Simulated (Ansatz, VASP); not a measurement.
**Au: VASP beside Ansatz**

INCAR

```
SYSTEM = Au
PREC = Accurate ; ENCUT = 520
EDIFF = 1E-6 ; ISMEAR = 0
SIGMA = 0.15 ; LREAL = .False.
LASPH = .True. ; NELM = 80
ALGO = Normal ; ISIF = 2
LWAVE = .False. ; LCHARG = .False.
GGA = PS ; NBANDS = 12
```

The input KPOINTS:

```
regular mesh
0
Gamma
  20 20 20
  0 0 0
```

The input POSCAR:

```
Au
1.0
    0.0000000000      1.9943625000      1.9432250000
    1.9943625000      0.0000000000      1.9432250000
    1.9943625000      1.9943625000      0.0000000000
Au
1
Direct
    0.0000000000      0.0000000000      0.0000000000
```

Input for Ansatz:

```yaml
crystal:
  lattice:
    - [0.0, 1.9943625, 1.943225]
    - [1.9943625, 0.0, 1.943225]
    - [1.9943625, 1.9943625, 0.0]
  atoms:
    - { symbol: Au, position: [0.0, 0.0, 0.0] }
basis:
  ecutwfc: 420
kpoints:
  mp_grid: { grid: [20, 20, 20] }
hamiltonian:
  xc: pbesol
scf:
  occupations: { method: gaussian, width: 0.15 }
output:
  forces: true
  stress: true
  eigenvalues: true
```

Change from the starting cell: strain -0.025 along x and y, -0.050 along z, atoms carried along.

Alike in both runs: task single point; functional PBEsol; k mesh 20 × 20 × 20; occupations gaussian, width 0.15 eV; no spin polarisation.

|  | VASP | Ansatz |
| --- | --- | --- |
| version | VASP 6.6.1 | Ansatz 0.2.0 |
| potentials or method | VASP PAW PBE potentials, release 64 (Au), cutoff 520 eV | scalar-relativistic, plane waves, PAW |
| valence electrons in the cell | 11 | 19 |

Ansatz gave:

```
gap on the k mesh at the Fermi level (eV)                     : none
pressure (GPa)                                                : 22.1
traceless stress, the component that is largest in VASP (GPa) : 0.68
```

Problem. What did VASP give for the same quantities?

Solution. gap on the k mesh at the Fermi level (eV): none; pressure (GPa): 21.7; traceless stress, the component that is largest in VASP (GPa): 0.69.

VASP's potentials were made for PBE, not for PBEsol. A gap of «none» marks a metal or a gap that the smearing closes. VASP's potentials hold 11 valence electrons a cell and Ansatz's 19, so a difference there can come from the potentials and not from the codes.

Neither program's run includes spin-orbit coupling.
